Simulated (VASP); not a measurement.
# AlCo (P4/mmm) in VASP: a series of runs, part 2 of 2

VASP 6.6.1.

## 3. Single point, PBEsol (strain +0.080 along x and y, +0.040 along z)

Contents of INCAR:

```
SYSTEM = AlCo
ALGO = Normal ; EDIFF = 1E-6
ENCUT = 520 ; GGA = PS
ISIF = 2 ; ISMEAR = 0
LASPH = .True. ; LCHARG = .False.
LREAL = .False. ; LWAVE = .False.
NBANDS = 13 ; NELM = 60
PREC = Accurate ; SIGMA = 0.15
```

Contents of KPOINTS:

```
k-points
0
Gamma
  16 16 16
  0 0 0
```

Contents of POSCAR:

```
AlCo
1.0
    3.0449554668      0.0000000000      0.0000000000
    0.0000000000      3.0449554668      0.0000000000
    0.0000000000      0.0000000000      2.9321793384
Al Co
1 1
Direct
    0.0000000000      0.0000000000      0.0000000000
    0.5000000000      0.5000000000      0.5000000000
```

Potentials or basis: VASP PAW PBE potentials, release 64 (Al, Co).

Started as:

```
$ cat potpaw_PBE.64/Al/POTCAR potpaw_PBE.64/Co/POTCAR > POTCAR
$ mpirun -np 1 vasp_std > vasp.out
```

OUTCAR:

```text
SYSTEM = AlCo
   EDIFF = 1E-6
   ENCUT = 520
   GGA = PS
   ISIF = 2
   ISMEAR = 0
   LASPH = .True.
   LREAL = .False.
   NELM = 60
   PREC = Accurate

 ion  position               nearest neighbor table
   1  0.000  0.000  0.000-   2 2.60   2 2.60   2 2.60   2 2.60   2 2.60   2 2.60   2 2.60   2 2.60

   2  0.500  0.500  0.500-   1 2.60   1 2.60   1 2.60   1 2.60   1 2.60   1 2.60   1 2.60   1 2.60

  LATTYP: Found a simple tetragonal cell.
 ALAT       =     3.0449554668
 C/A-ratio  =     0.9629629630

  Lattice vectors:

 A1 = (   3.0449554668,   0.0000000000,   0.0000000000)
 A2 = (   0.0000000000,   3.0449554668,   0.0000000000)
 A3 = (   0.0000000000,   0.0000000000,   2.9321793384)

Analysis of symmetry for initial positions (statically):
=====================================================================
 Subroutine PRICEL returns:
 Original cell was already a primitive cell.

 Routine SETGRP: Setting up the symmetry group for a
 simple tetragonal supercell.

 Subroutine GETGRP returns: Found 16 space group operations
 (whereof 16 operations were pure point group operations)
 out of a pool of 16 trial point group operations.

The static configuration has the point symmetry D_4h.

[... 177 lines left out ...]
      8      13.2592      0.00000
      9      14.4935      0.00000
     10      16.4349      0.00000
     11      16.6241      0.00000
     12      20.7660      0.00000
     13      27.6289      0.00000
[... 354 lines left out ...]
  band No.  band energies     occupation
      1       2.2310      2.00000
      2       2.8139      2.00000
      3       6.5929      2.00000
      4       6.9099      2.00000
      5       7.2573      2.00000
      6       7.8379      2.00000
      7       8.4432      0.60241
      8      14.8839      0.00000
      9      15.8542      0.00000
     10      19.0914      0.00000
     11      19.1214      0.00000
     12      19.3006      0.00000
     13      22.8414      0.00000

 [... further k-points ...]

------------------------ aborting loop because EDIFF is reached ----------------------------------------

  FORCE on cell =-STRESS in cart. coord.  units (eV):
  Direction    XX          YY          ZZ          XY          YZ          ZX
  --------------------------------------------------------------------------------------
  -------------------------------------------------------------------------------------
  Total       -4.3191451     -4.3191451     -3.6337013      0.0000000      0.0000000      0.0000000
  in kB     -254.5399528   -254.5399528   -214.1447274      0.0000000      0.0000000      0.0000000
  external PRESSURE =    -241.0748777 kB  Pullay stress =       0.0000000 kB

 VOLUME and BASIS-vectors are now :
 -----------------------------------------------------------------------------
  energy-cutoff  :      520.00
  volume of cell :       27.19
      direct lattice vectors                 reciprocal lattice vectors
     3.044955467  0.000000000  0.000000000     0.328412028  0.000000000  0.000000000
     0.000000000  3.044955467  0.000000000     0.000000000  0.328412028  0.000000000
     0.000000000  0.000000000  2.932179338     0.000000000  0.000000000  0.341043260

 POSITION                                       TOTAL-FORCE (eV/Angst)
 -----------------------------------------------------------------------------------
      0.00000      0.00000      0.00000         0.000000      0.000000      0.000000
      1.52248      1.52248      1.46609         0.000000      0.000000      0.000000
 -----------------------------------------------------------------------------------
    total drift:                                0.000000      0.000000     -0.000000

  FREE ENERGIE OF THE ION-ELECTRON SYSTEM (eV)
  ---------------------------------------------------
  free  energy   TOTEN  =       -12.6582116349 eV

  energy  without entropy=      -12.6437501174  energy(sigma->0) =      -12.65098088
```

stdout:

```text
POSCAR found type information on POSCAR AlCo
 POSCAR found :  2 types and       2 ions
 scaLAPACK will be used
 -----------------------------------------------------------------------------
|                                                                             |
|                                                                             |
|     You enforced a specific xc type in the INCAR file but a different       |
|     I HOPE YOU KNOW WHAT YOU ARE DOING!                                     |
|                                                                             |
 -----------------------------------------------------------------------------

 LDA part: xc-table for (Slater+PW92), standard interpolation
 POSCAR, INCAR and KPOINTS ok, starting setup
 FFT: planning ... GRIDC
 FFT: planning ... GRID_SOFT
 FFT: planning ... GRID
 WAVECAR not read
 entering main loop
```

It took 2.2 min on 1 thread of AMD EPYC 7R13, shared host; peak memory 0.23 GiB.

What came out:

```
Free energy            : -12.6582 eV
Pressure               : -24.1 GPa
Band gap on the k mesh : zero (bands 6 and 7 overlap by 2.63 eV)
```

Stress tensor (GPa, compression positive):
```
-25.45   0.00   0.00
  0.00 -25.45   0.00
  0.00   0.00 -21.41
```

Levels at points of the mesh, in eV from the Fermi level:
```
           k point  band 2  band 3  band 4  band 5  band 6  band 7  band 8  band 9  band 10  band 11
(0.00, 0.00, 0.00)   -2.30   -2.25   -0.67   -0.54   -0.54    4.87    4.87    6.11     8.05     8.24
(0.50, 0.00, 0.00)   -5.83   -1.84   -1.39   -1.15   -0.47    0.06    8.18    9.34     9.66    10.52
(0.50, 0.50, 0.00)   -2.50   -2.42   -2.42   -0.99   -0.99   -0.22    1.80    2.50    11.63    14.88
(0.00, 0.00, 0.50)   -5.71   -1.78   -1.36   -1.36   -0.56    0.34    8.25    9.47     9.47    10.00
(0.50, 0.00, 0.50)   -2.42   -2.30   -2.09   -1.17   -1.15   -0.13    2.14    2.77    10.81    14.11
(0.50, 0.50, 0.50)   -3.16   -3.16   -0.18   -0.07    2.41    2.41    2.50    2.82     4.35     4.74
```

Caveat: the cell differs from its parent crystal (strain +0.080 along x and y, +0.040 along z); the cell stands under tension; the PAW data sets were made with another functional, which shifts forces and pressure a little; the run has no spin polarisation, though such a crystal can be magnetic. Spin polarisation is off, so any magnetic state and its effect on volume and gap are missing.

## 4. Single point, PBEsol+U

This run uses another cell than the first one, of 10.31 Å³/atom.

Contents of INCAR:

```
PREC     = Accurate       # precision mode
ENCUT    = 520            # plane-wave cutoff, eV
EDIFF    = 1E-6           # SCF threshold, eV
ISMEAR   = 0              # smearing method
SIGMA    = 0.15           # smearing width, eV
LREAL    = False          # projectors in reciprocal space
LASPH    = True           # aspherical terms in the spheres
NELM     = 150            # most SCF steps
ALGO     = Normal         # electronic algorithm
ISIF     = 2              # what is computed and relaxed
LWAVE    = False          # write WAVECAR
LCHARG   = False          # write CHGCAR
LMAXMIX  = 4              # l up to which the mixer works
LDAU     = True           # DFT+U
LDAUTYPE = 2            
LDAUL    = -1 2           # shell
LDAUU    = 0 2            # U, eV
LDAUJ    = 0 0          
LDAUPRINT= 1            
GGA      = PS             # functional
NBANDS   = 13             # bands
```

Contents of KPOINTS:

```
Automatic mesh
0
Gamma
  16 16 16
```

Contents of POSCAR:

```
AlCo
1.0
    2.8194032100      0.0000000000      0.0000000000
    0.0000000000      2.8194032100      0.0000000000
    0.0000000000      0.0000000000      2.5938509532
Al Co
1 1
Direct
    0.0000000000      0.0000000000      0.0000000000
    0.5000000000      0.5000000000      0.5000000000
```

Started as:

```
$ cat potpaw_PBE.64/Al/POTCAR potpaw_PBE.64/Co/POTCAR > POTCAR
$ mpirun -np 1 vasp_std > vasp.out
```

Run time: 2.2 min. Hardware: 1 thread of AMD EPYC 7R13, shared host; peak memory 0.2 GiB.

Results (log left out):

| Item | Value |
| --- | --- |
| Free energy | -11.1941 eV |
| Pressure | 17.5 GPa |
| Band gap on the k mesh | zero (bands 6 and 7 overlap by 2.85 eV) |

Stress tensor (GPa, compression positive):
```
 8.82  0.00  0.00
 0.00  8.82  0.00
 0.00  0.00 34.72
```

Levels at points of the mesh, in eV from the Fermi level:
| k point | band 2 | band 3 | band 4 | band 5 | band 6 | band 7 | band 8 | band 9 | band 10 | band 11 |
| --- | --- | --- | --- | --- | --- | --- | --- | --- | --- | --- |
| (0.00, 0.00, 0.00) | -3.56 | -3.38 | -1.46 | -1.08 | -1.08 | 5.66 | 5.66 | 9.03 | 9.07 | 9.38 |
| (0.50, 0.00, 0.00) | -7.18 | -2.81 | -2.47 | -1.79 | -0.98 | 0.07 | 8.51 | 10.38 | 11.74 | 13.47 |
| (0.50, 0.50, 0.00) | -3.55 | -3.16 | -3.16 | -1.66 | -1.66 | -0.39 | 2.38 | 3.51 | 15.97 | 17.89 |
| (0.00, 0.00, 0.50) | -6.27 | -2.64 | -2.45 | -2.45 | -1.25 | 0.98 | 8.72 | 10.61 | 10.61 | 12.73 |
| (0.50, 0.00, 0.50) | -3.38 | -2.79 | -2.25 | -2.21 | -2.13 | -0.11 | 3.33 | 4.40 | 13.57 | 15.67 |
| (0.50, 0.50, 0.50) | -4.68 | -4.64 | -0.31 | 0.07 | 2.46 | 2.46 | 2.89 | 5.27 | 5.40 | 6.28 |

Eigenvalues of the final occupation matrices:
| site | spin | trace | eigenvalues |
| --- | --- | --- | --- |
| site 2 d | 1 | 3.86 | 0.65 0.65 0.84 0.86 0.86 |
| site 2 d | 2 | 3.86 | 0.65 0.65 0.84 0.86 0.86 |

Caveat: the stress differs along the axes, from 9 to 35 GPa; the PAW data sets were made with another functional, which shifts forces and pressure a little; the run has no spin polarisation, though such a crystal can be magnetic; U without spin polarisation on a metal has little footing; the U is typed as a test and isn't derived for this compound.

## 5. Summary

| level | U | cell | gap on the mesh (eV) | pressure (GPa) |
| --- | --- | --- | --- | --- |
| PBEsol | - | a = 2.932, b = 2.932, c = 3.045 Å, 2 atoms | none | -21.0 |
| PBEsol | - | a = 3.045, b = 3.045, c = 2.932 Å, 2 atoms | none | -24.1 |
| PBEsol+U | Co d U = 2.0 eV | a = 2.819, b = 2.819, c = 2.594 Å, 2 atoms | none | 17.5 |

Alike in all rows: task single point; potentials or basis VASP PAW PBE potentials, release 64 (Al, Co); no spin polarisation; k mesh 16 × 16 × 16; cutoff (eV) 520; smearing gaussian 0.15 eV.

Caveats: the PAW data sets were made with another functional, which shifts forces and pressure a little; the run has no spin polarisation, though such a crystal can be magnetic; the cell stands under tension (at least some runs); the stress differs along the axes, from 9 to 35 GPa (at least some runs); U without spin polarisation on a metal has little footing (at least some runs); the U is typed as a test and isn't derived for this compound (at least some runs).

Absolute energies hang on the potentials; compare differences alone.
